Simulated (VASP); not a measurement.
# Ge (Fd-3m) in VASP: further runs, part 2 of 2

VASP 6.6.1. Earlier steps stand in the parts before.

### Step 5. Single point, r2SCAN

This run uses another cell than the first one, of 21.74 Å³/atom, 1.104 times its volume.

Input file POSCAR:

```
Ge
1.0
    0.0000000000      2.7908801965      2.7908801965
    2.7908801965      0.0000000000      2.7908801965
    2.7908801965      2.7908801965      0.0000000000
Ge
2
Direct
    0.5000000000      0.5000000000      0.5000000000
    0.7500000000      0.7500000000      0.7500000000
```

Input file INCAR.step1:

```
  ALGO = Normal
  EDIFF = 1E-4
  ENCUT = 520
  GGA = PE
  ISMEAR = 0
  LASPH = True
  LCHARG = False
  LREAL = False
  LWAVE = True
  NBANDS = 21
  NELM = 100
  PREC = Accurate
  SIGMA = 0.01
```

Input file INCAR.step2:

```
  ALGO = Normal
  EDIFF = 1E-6
  ENCUT = 520
  ISIF = 2
  ISMEAR = 0
  ISTART = 1
  LASPH = True
  LCHARG = False
  LMIXTAU = True
  LREAL = False
  LWAVE = False
  METAGGA = R2SCAN
  NBANDS = 21
  NELM = 100
  PREC = Accurate
  SIGMA = 0.01
```

Input file KPOINTS:

```
k-points
0
Gamma
  14 14 14
```

Potentials or basis: VASP PAW PBE potentials, release 64 (Ge_d).

Run with:

```console
$ cat potpaw_PBE.64/Ge_d/POTCAR > POTCAR
$ cp INCAR.step1 INCAR
$ mpirun -np 1 vasp_std > vasp.out
$ cp INCAR.step2 INCAR
$ mpirun -np 1 vasp_std > vasp.out
```

OUTCAR:

```text
EDIFF = 1E-6
   ENCUT = 520
   ISIF = 2
   ISMEAR = 0
   ISTART = 1
   LASPH = True
   LREAL = False
   METAGGA = R2SCAN
   NELM = 100
   PREC = Accurate

 ion  position               nearest neighbor table
   1  0.500  0.500  0.500-   2 2.42   2 2.42   2 2.42   2 2.42
   2  0.750  0.750  0.750-   1 2.42   1 2.42   1 2.42   1 2.42

  LATTYP: Found a face centered cubic cell.
 ALAT       =     5.5817603930

  Lattice vectors:

 A1 = (   0.0000000000,   2.7908801965,   2.7908801965)
 A2 = (   2.7908801965,   0.0000000000,   2.7908801965)
 A3 = (   2.7908801965,   2.7908801965,   0.0000000000)

Analysis of symmetry for initial positions (statically):
=====================================================================
 Subroutine PRICEL returns:
 Original cell was already a primitive cell.

 Routine SETGRP: Setting up the symmetry group for a
 face centered cubic supercell.

 Subroutine GETGRP returns: Found 48 space group operations
 (whereof 24 operations were pure point group operations)
 out of a pool of 48 trial point group operations.

[... 153 lines left out ...]
   NGX = 15   NGY = 15   NGZ = 15

 number of electron      28.0000021 magnetization

 Free energy of the ion-electron system (eV)
  ---------------------------------------------------
  ext. energy  EPLUGINS =         0.00000000
  ---------------------------------------------------
  free energy    TOTEN  =       -27.71693572 eV

  energy without entropy =      -27.71693572  energy(sigma->0) =      -27.71693572

 E-fermi :   5.3567     XC(G=0): -11.0335

 val. band max:        5.2096652614   @ k =   0.0000   0.0000   0.0000
 cond. band min:       5.7913915275   @ k =   0.5000   0.0000   0.0000
 fundamental gap:      0.5817262661
 Fermi energy:         5.3567207598

 k-point     1 :       0.0000    0.0000    0.0000
  band No.  band energies     occupation
      1     -20.3487      2.00000
      2     -20.3487      2.00000
      3     -20.3487      2.00000
      4     -20.3057      2.00000
      5     -20.3057      2.00000
      6     -20.0647      2.00000
[... 565 lines left out ...]
     20      15.3435      0.00000
     21      15.6361      0.00000

 [... further k-points ...]
[... 5 lines left out ...]
  --------------------------------------------------------------------------------------
  -------------------------------------------------------------------------------------
  Total        1.1081891      1.1081891      1.1081891     -0.0000000      0.0000000     -0.0000000
  in kB       40.8386050     40.8386050     40.8386050     -0.0000000      0.0000000     -0.0000000
  external PRESSURE =      40.8386050 kB  Pullay stress =       0.0000000 kB

 VOLUME and BASIS-vectors are now :
 -----------------------------------------------------------------------------
  energy-cutoff  :      520.00
  volume of cell :       43.48
      direct lattice vectors                 reciprocal lattice vectors
     0.000000000  2.790880196  2.790880196    -0.179154949  0.179154949  0.179154949
     2.790880196  0.000000000  2.790880196     0.179154949 -0.179154949  0.179154949
     2.790880196  2.790880196  0.000000000     0.179154949  0.179154949 -0.179154949

 POSITION                                       TOTAL-FORCE (eV/Angst)
 -----------------------------------------------------------------------------------
      2.79088      2.79088      2.79088        -0.000000     -0.000000     -0.000000
      4.18632      4.18632      4.18632         0.000000      0.000000      0.000000
 -----------------------------------------------------------------------------------
    total drift:                                0.000000     -0.000000     -0.000000

  FREE ENERGIE OF THE ION-ELECTRON SYSTEM (eV)
  ---------------------------------------------------
  free  energy   TOTEN  =       -27.7169357248 eV

  energy  without entropy=      -27.7169357248  energy(sigma->0) =      -27.71693572
```

OSZICAR.step1:

```text
N       E                     dE             d eps       ncg     rms          rms(c)
DAV:   1     0.192862995503E+03    0.19286E+03   -0.14524E+04  4933   0.371E+03
DAV:   2     0.190044530529E+02   -0.17386E+03   -0.16836E+03  4388   0.627E+02
DAV:   3    -0.813633367148E+01   -0.27141E+02   -0.26930E+02  4963   0.144E+02
DAV:   4    -0.903693380252E+01   -0.90060E+00   -0.90007E+00  4963   0.307E+01
DAV:   5    -0.905126049213E+01   -0.14327E-01   -0.14326E-01  4941   0.429E+00    0.339E+00
DAV:   6    -0.898358926703E+01    0.67671E-01   -0.23935E-02  5023   0.139E+00    0.200E+00
DAV:   7    -0.894865821645E+01    0.34931E-01   -0.53400E-02  5172   0.195E+00    0.149E-01
DAV:   8    -0.895035221333E+01   -0.16940E-02   -0.56608E-03  4908   0.832E-01    0.435E-02
DAV:   9    -0.895054098537E+01   -0.18877E-03   -0.23294E-04  4076   0.158E-01    0.141E-02
DAV:  10    -0.895054832503E+01   -0.73397E-05   -0.17297E-05  3104   0.488E-02
   1 F= -.89505483E+01 E0= -.89505483E+01  d E =-.468496E-14
```

Run time: 2.4 min. Hardware: 1 thread of Intel Xeon 6975P-C (Granite Rapids), shared host; peak memory 0.22 GiB.

Results:

| Item | Value |
| --- | --- |
| Free energy | -27.7169 eV |
| Pressure | 4.1 GPa |
| Band gap on the k mesh | 0.58 eV, indirect (least direct gap 0.80 eV) |

Caveat: the PAW data sets were made with another functional, which shifts forces and pressure a little. r2SCAN opens gaps a little over a GGA but as a rule still falls short of measured ones.

### Step 6. The runs side by side

| cell | gap on the mesh (eV) | pressure (GPa) |
| --- | --- | --- |
| a = 3.819 Å, angles 60.0°, 2 atoms | 0.57 | 15.2 |
| a = 3.870 Å, angles 60.0°, 2 atoms | 0.64 | 10.1 |
| a = 3.906 Å, angles 60.0°, 2 atoms | 0.68 | 7.1 |
| a = 3.947 Å, angles 60.0°, 2 atoms | 0.58 | 4.1 |

Alike in all rows: task single point; level r2SCAN; potentials or basis VASP PAW PBE potentials, release 64 (Ge_d); no spin polarisation; k mesh 14 × 14 × 14; cutoff (eV) 520; smearing gaussian 0.01 eV.

Caveats: the PAW data sets were made with another functional, which shifts forces and pressure a little.

Absolute energies hang on the potentials; compare differences alone.
